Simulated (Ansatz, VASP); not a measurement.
## C: VASP beside Ansatz

Contents of INCAR:

```
PREC = Accurate ; ENCUT = 520
EDIFF = 1E-6 ; ISMEAR = 0
SIGMA = 0.01 ; LREAL = F
LASPH = T ; NELM = 100
ALGO = Normal ; ISIF = 2
LWAVE = F ; LCHARG = F
GGA = PE ; NBANDS = 16
```

KPOINTS

```
regular mesh
0
Gamma
  9 9 6
```

POSCAR

```
C
1.0
    2.4861613970      0.0000000000      0.0000000000
   -1.2430806985      2.1530789277      0.0000000000
    0.0000000000      0.0000000000      4.1381967281
C
4
Direct
    0.3333333333      0.6666666667      0.0002342823
    0.6666666667      0.3333333333      0.5002342823
    0.3333333333      0.6666666667      0.3747657177
    0.6666666667      0.3333333333      0.8747657177
```

Input for Ansatz:

```yaml
crystal:
  lattice:
    - [2.486161397, 0.0, 0.0]
    - [-1.2430806985, 2.1530789277, 0.0]
    - [0.0, 0.0, 4.1381967281]
  atoms:
    - { symbol: C, position: [0.3333333333, 0.6666666667, 0.0002342823] }
    - { symbol: C, position: [0.6666666667, 0.3333333333, 0.5002342823] }
    - { symbol: C, position: [0.3333333333, 0.6666666667, 0.3747657177] }
    - { symbol: C, position: [0.6666666667, 0.3333333333, 0.8747657177] }
kpoints:
  mp_grid: { grid: [9, 9, 6] }
hamiltonian:
  xc: pbe
scf:
  occupations: { method: fixed }
  n_extra_bands: 5
output:
  forces: true
  stress: true
  eigenvalues: true
```

Alike in both runs: task single point; functional PBE; k mesh 9 × 9 × 6; no spin polarisation.

|  | VASP | Ansatz |
| --- | --- | --- |
| version | VASP 6.6.1 | Ansatz 0.2.0 |
| potentials or method | VASP PAW PBE potentials, release 64 (C) | plane waves, PAW |
| plane-wave cutoff (eV) | 520 | 420 |
| occupations | gaussian, width 0.01 eV | fixed |
| valence electrons in the cell | 16 | 16 |

|  | VASP | Ansatz | Ansatz less VASP |
| --- | --- | --- | --- |
| gap on the k mesh at the Fermi level (eV) | 3.24 | 3.25 | +0.013 |
| pressure (GPa) | 14.8 | 14.0 | -0.78 |
| traceless stress, the component that is largest in VASP (GPa) | 0.04 | 0.13 | +0.088 |
| rms of the force components (eV/Å) | 0.023 | 0.021 | -0.0024 |

Atom by atom the forces differ by 0.002 eV/Å (rms over components).
